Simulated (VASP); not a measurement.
Hg, 3 atoms in the cell. The structure is hexagonal, space group P6/mmm (No. 191). The conventional cell has a = 4.540 Å, b = 4.540 Å, c = 3.870 Å, α = 90.00°, β = 90.00°, γ = 120.00°. Within 3.5 Å of Hg (site symmetry -6m2) lie 9 Hg at 2.62 to 3.26 Å. Within 4.3 Å of Hg (site symmetry 6/mmm) lie 14 Hg at 3.26 to 3.87 Å. 

* Program: VASP 6.6.1
* Task: single point
* Functional: PBE
* Potentials or basis: VASP PAW PBE potentials, release 64 (Hg)
* Cutoff: 520 eV
* k mesh: 6 × 6 × 6
* Occupations: gaussian, width 0.1 eV
* Spin: no spin polarisation
* Dipole correction: no
* Further INCAR settings: ALGO = Normal; EDIFF = 1e-06; NBANDS = 25

Potentials or basis: VASP PAW PBE potentials, release 64 (Hg).

Command:

```console
$ cat potpaw_PBE.64/Hg/POTCAR > POTCAR
$ mpirun -np 1 vasp_std > vasp.out
```

Hardware: 1 thread of Intel(R) Xeon(R) Platinum 8488C (Sapphire Rapids), on a shared host.

Question: How long does it take, and how much memory?

Answer: Wall time 42 s on 1 thread of Intel(R) Xeon(R) Platinum 8488C (Sapphire Rapids), with other jobs on the host, peak memory 0.2 GiB. Counts: scf iterations 12, k points 28.
